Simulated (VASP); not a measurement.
# Ge (I4_1/amd) in VASP: single point with PBE

Aim: the single point of Ge with PBE.

Everything below comes from runs of VASP 6.6.1. Logs are shortened: lines on timing, memory, paths and dates and some standing lists are left out, and cuts for length are marked.

### 1 The cell of the first run

The structure is tetragonal, space group I4_1/amd (No. 141). The conventional cell has a = 3.998 Å, b = 3.998 Å, c = 15.162 Å, α = 90.00°, β = 90.00°, γ = 90.00°. Ge (site symmetry 2mm) has 3 Ge at 2.40 to 2.47 Å within 3.2 Å.

The cell was generated, and may not be a known phase.

### 2 Single point, PBE

INCAR

```
SYSTEM = Ge
PREC = Accurate
ENCUT = 520
EDIFF = 1E-6
ISMEAR = 0
SIGMA = 0.1
LREAL = .False.
LASPH = .True.
NELM = 100
ALGO = Fast
ISIF = 2
LWAVE = .False.
LCHARG = .False.
GGA = PE
NBANDS = 36
```

KPOINTS

```
Automatic mesh
0
Gamma
  16 16 16
  0 0 0
```

POSCAR

```
Ge
1.0
   -1.9991289259      1.9991289259      7.5811114756
    1.9991289259     -1.9991289259      7.5811114756
    1.9991289259      1.9991289259     -7.5811114756
Ge
4
Direct
    0.0814452396      0.0814452396      0.0000000000
    0.8314452396      0.3314452396      0.5000000000
    0.9185547604      0.9185547604      0.0000000000
    0.6685547604      0.1685547604      0.5000000000
```

Potentials or basis: VASP PAW PBE potentials, release 64 (Ge_d).

Launch:

```bash
cat potpaw_PBE.64/Ge_d/POTCAR > POTCAR
mpirun -np 1 vasp_std > vasp.out
```

OUTCAR:

```text
SYSTEM = Ge
   PREC = Accurate
   ENCUT = 520
   EDIFF = 1E-6
   ISMEAR = 0
   LREAL = .False.
   LASPH = .True.
   NELM = 100
   ISIF = 2
   GGA = PE

 ion  position               nearest neighbor table
   1  0.081  0.081  0.000-   4 2.40   4 2.40   3 2.47
   2  0.831  0.331  0.500-   3 2.40   3 2.40   4 2.47
   3  0.919  0.919  0.000-   2 2.40   2 2.40   1 2.47
   4  0.669  0.169  0.500-   1 2.40   1 2.40   2 2.47

  LATTYP: Found a body centered tetragonal cell.
 ALAT       =     3.9982578518
 C/A-ratio  =     3.7922073846

  Lattice vectors:

 A1 = (  -1.9991289259,   1.9991289259,   7.5811114756)
 A2 = (   1.9991289259,  -1.9991289259,   7.5811114756)
 A3 = (   1.9991289259,   1.9991289259,  -7.5811114756)

Analysis of symmetry for initial positions (statically):
=====================================================================
 Subroutine PRICEL returns:
 Original cell was already a primitive cell.

 Routine SETGRP: Setting up the symmetry group for a
 body centered tetragonal supercell.

 Subroutine GETGRP returns: Found 16 space group operations
 (whereof  8 operations were pure point group operations)
 out of a pool of 16 trial point group operations.

The static configuration has the point symmetry D_2d.
 The point group associated with its full space group is D_4h.

Analysis of symmetry for dynamics (positions and initial velocities):
=====================================================================
 Subroutine PRICEL returns:
 Original cell was already a primitive cell.

 Routine SETGRP: Setting up the symmetry group for a
 body centered tetragonal supercell.

 Subroutine GETGRP returns: Found 16 space group operations
 (whereof  8 operations were pure point group operations)
 out of a pool of 16 trial point group operations.

The dynamic configuration has the point symmetry D_2d.
 The point group associated with its full space group is D_4h.

 Subroutine INISYM returns: Found 16 space group operations
 (whereof  8 operations are pure point group operations),
 and found     1 'primitive' translations

----------------------------------------------------------------------------------------

                                     Primitive cell

  volume of cell :     121.1921

  direct lattice vectors                    reciprocal lattice vectors
    -1.999128926  1.999128926  7.581111476     0.000000000  0.250108932  0.065953390
     1.999128926 -1.999128926  7.581111476     0.250108932  0.000000000  0.065953390
     1.999128926  1.999128926 -7.581111476     0.250108932  0.250108932  0.000000000

  length of vectors
     8.091123787  8.091123787  8.091123787     0.258658708  0.258658708  0.353707443

  position of ions in fractional coordinates (direct lattice)
     0.081445240  0.081445240  0.000000000
     0.831445240  0.331445240  0.500000000
     0.918554760  0.918554760  0.000000000
     0.668554760  0.168554760  0.500000000

  ion indices of the primitive-cell ions
   primitive index   ion index
                 1           1
                 2           2
                 3           3
                 4           4

----------------------------------------------------------------------------------------

 KPOINTS: Automatic mesh

Automatic generation of k-mesh.
 Grid dimensions read from file:
 generate k-points for:   16   16   16

 Generating k-lattice:

  Cartesian coordinates                     Fractional coordinates (reciprocal lattice)
     0.000000000  0.015631808  0.004122087     0.062500000 -0.000000000  0.000000000
     0.015631808  0.000000000  0.004122087    -0.000000000  0.062500000  0.000000000
     0.015631808  0.015631808  0.000000000     0.000000000  0.000000000  0.062500000

  Length of vectors
     0.016166169  0.016166169  0.022106715

  Shift w.r.t. Gamma in fractional coordinates (k-lattice)
     0.000000000  0.000000000  0.000000000

 Subroutine IBZKPT returns following result:
 ===========================================

 Found    349 irreducible k-points:

 Following reciprocal coordinates:
            Coordinates               Weight
  0.000000  0.000000  0.000000      1.000000
  0.062500 -0.000000  0.000000      8.000000
  0.125000 -0.000000  0.000000      8.000000
  0.187500  0.000000  0.000000      8.000000
  0.250000 -0.000000  0.000000      8.000000
  0.312500  0.000000 -0.000000      8.000000
[... 16 lines left out ...]
 -0.125000  0.062500 -0.000000     16.000000
 -0.062500  0.062500  0.000000      4.000000
 [... further k-points ...]
   k-points           NKPTS =    349   k-points in BZ     NKDIM =    349   number of bands    NBANDS=     36
   number of dos      NEDOS =    301   number of ions     NIONS =      4
   total plane-waves  NPLWV = 216000
   dimension x,y,z NGX =    60 NGY =   60 NGZ =   60
   dimension x,y,z NGXF=   120 NGYF=  120 NGZF=  120
   ions per type =               4
   NGX,Y,Z   is equivalent  to a cutoff of  12.33, 12.33, 12.33 a.u.
   NGXF,Y,Z  is equivalent  to a cutoff of  24.66, 24.66, 24.66 a.u.
 SYSTEM =  Ge
   PREC   = accura    normal or accurate (medium, high low for compatibility)
   ISTART =      0    job   : 0-new  1-cont  2-samecut
   ICHARG =      2    charge: 1-file 2-atom 10-const
   ISPIN  =      1    spin polarized calculation?
   LNONCOLLINEAR =      F non collinear calculations
   LSORBIT =      F    spin-orbit coupling
   LASPH  =      T    aspherical Exc in radial PAW
   ENCUT  =  520.0 eV  38.22 Ry    6.18 a.u.  15.04 15.04 15.04*2*pi/ulx,y,z
   NELM   =    100;   NELMIN=  2; NELMDL= -5     # of ELM steps
   EDIFF  = 0.1E-05   stopping-criterion for ELM
   LREAL  =      F    real-space projection
   EDIFFG = 0.1E-04   stopping-criterion for IOM
   NSW    =      0    number of steps for IOM
   IBRION =     -1    ionic relax: 0-MD 1-quasi-New 2-CG
   NFREE  =      0    steps in history (QN), initial steepest desc. (CG)
   ISIF   =      2    stress and relaxation
   ISYM   =      2    0-nonsym 1-usesym 2-fastsym
   POTIM  = 0.5000    time-step for ionic-motion
   TEBEG  =    0.0;   TEEND  =   0.0 temperature during run
   PSTRESS=    0.0 pullay stress
   NELECT =      56.0000    total number of electrons
   NUPDOWN=      -1.0000    fix difference up-down
   EMIN   =  10.00;   EMAX   =-10.00  energy-range for DOS
   EFERMI =   0.00;   METHOD = LEGACY
   ISMEAR =     0;   SIGMA  =   0.10  broadening in eV -4-tet -1-fermi 0-gaus
   EFERMI_NEDOS =   21; number of points for ismear=-14 and -15
   IALGO  =     68    algorithm
   IMIX   =      4    mixing-type and parameters
     AMIX     =   0.40;   BMIX     =  1.00
     AMIX_MAG =   1.60;   BMIX_MAG =  1.00
  volume/ion in A,a.u.               =      30.30       204.46
  Fermi-wavevector in a.u.,A,eV,Ry     =   1.265647  2.391727 21.794669  1.601863
  Thomas-Fermi vector in A             =   2.398889
   LORBIT       =      0    0 simple, 1 ext, 2 COOP (PROOUT), +10 PAW based schemes
   GGA     = PE    functional components
   LHFCALC =     F    Hartree Fock is set to
   AEXX    =    0.0000 exact exchange contribution
   IVDW    =     0    specifies the selected vdW correction
   LEPSILON=     F    determine dielectric tensor
   LRPA    =     F    only Hartree local field effects (RPA)
 non-spin polarized calculation
 RMM-DIIS sequential band-by-band and
 Gauss-broadening in eV      SIGMA  =   0.10
  energy-cutoff  :      520.00
  volume of cell :      121.19
 maximum number of plane-waves:      3312
   NGX = 31   NGY = 31   NGZ = 31

 number of electron      56.0000028 magnetization

 Free energy of the ion-electron system (eV)
  ---------------------------------------------------
  ext. energy  EPLUGINS =         0.00000000
  ---------------------------------------------------
  free energy    TOTEN  =       -15.49277617 eV

  energy without entropy =      -15.47837621  energy(sigma->0) =      -15.48557619

 E-fermi :   2.5221     XC(G=0):  -8.5703

 val. band max:        2.5213716491   @ k =  -0.2500  -0.2500   0.2500
 cond. band min:       2.5269936952   @ k =  -0.3125  -0.3750   0.2500
 fundamental gap:      0.0056220461
 Fermi energy:         2.5221328469

 k-point     1 :       0.0000    0.0000    0.0000
  band No.  band energies     occupation
      1     -22.4040      2.00000
      2     -22.3926      2.00000
      3     -22.3926      2.00000
      4     -22.3590      2.00000
      5     -22.3406      2.00000
      6     -22.2923      2.00000
[... 28 lines left out ...]
     35       7.1335      0.00000
     36       7.9852      0.00000

 k-point     2 :       0.0625   -0.0000    0.0000
  band No.  band energies     occupation
      1     -22.4070      2.00000
      2     -22.3927      2.00000
      3     -22.3896      2.00000
      4     -22.3589      2.00000
      5     -22.3409      2.00000
      6     -22.2923      2.00000
[... 28 lines left out ...]
     35       7.2621      0.00000
     36       7.9160      0.00000

 k-point     3 :       0.1250   -0.0000    0.0000
  band No.  band energies     occupation
      1     -22.4115      2.00000
      2     -22.3929      2.00000
      3     -22.3845      2.00000
      4     -22.3586      2.00000
      5     -22.3419      2.00000
      6     -22.2921      2.00000
[... 28 lines left out ...]
     35       7.3111      0.00000
     36       8.1278      0.00000
[... 742 lines left out ...]
 k-point    23 :      -0.1250    0.0625   -0.0000
  band No.  band energies     occupation
      1     -22.4129      2.00000
      2     -22.3946      2.00000
      3     -22.3816      2.00000
      4     -22.3583      2.00000
      5     -22.3425      2.00000
      6     -22.2921      2.00000
[... 28 lines left out ...]
     35       7.2125      0.00000
     36       7.9263      0.00000

 k-point    24 :      -0.0625    0.0625    0.0000
  band No.  band energies     occupation
      1     -22.4090      2.00000
      2     -22.3938      2.00000
      3     -22.3865      2.00000
      4     -22.3586      2.00000
      5     -22.3414      2.00000
      6     -22.2922      2.00000
[... 28 lines left out ...]
     35       7.3224      0.00000
     36       7.8590      0.00000

 [... further k-points ...]

------------------------ aborting loop because EDIFF is reached ----------------------------------------

  FORCE on cell =-STRESS in cart. coord.  units (eV):
  Direction    XX          YY          ZZ          XY          YZ          ZX
  --------------------------------------------------------------------------------------
  -------------------------------------------------------------------------------------
  Total       -0.0656169     -0.0656169     -0.0820885      0.0000000      0.0000000      0.0000000
  in kB       -0.8674652     -0.8674652     -1.0852218      0.0000000      0.0000000      0.0000000
  external PRESSURE =      -0.9400507 kB  Pullay stress =       0.0000000 kB

 VOLUME and BASIS-vectors are now :
 -----------------------------------------------------------------------------
  energy-cutoff  :      520.00
  volume of cell :      121.19
      direct lattice vectors                 reciprocal lattice vectors
    -1.999128926  1.999128926  7.581111476     0.000000000  0.250108932  0.065953390
     1.999128926 -1.999128926  7.581111476     0.250108932  0.000000000  0.065953390
     1.999128926  1.999128926 -7.581111476     0.250108932  0.250108932  0.000000000

 POSITION                                       TOTAL-FORCE (eV/Angst)
 -----------------------------------------------------------------------------------
      0.00000      0.00000      1.23489         0.000000     -0.000000     -0.000358
      0.00000      1.99913      5.02545        -0.000000      0.000000     -0.000358
      0.00000      0.00000     13.92733         0.000000     -0.000000      0.000358
      0.00000      1.99913      2.55566        -0.000000      0.000000      0.000358
 -----------------------------------------------------------------------------------
    total drift:                                0.000000      0.000000     -0.000000

  FREE ENERGIE OF THE ION-ELECTRON SYSTEM (eV)
  ---------------------------------------------------
  free  energy   TOTEN  =       -15.4927761742 eV

  energy  without entropy=      -15.4783762129  energy(sigma->0) =      -15.48557619
```

It took 2.3 h on 1 thread of Oxide Virtual Turin-like, shared host; peak memory 1.2 GiB.

What came out:

* Free energy: -15.4928 eV
* Pressure: -0.1 GPa
* Band gap on the k mesh: zero (bands 28 and 29 overlap by 1.46 eV)
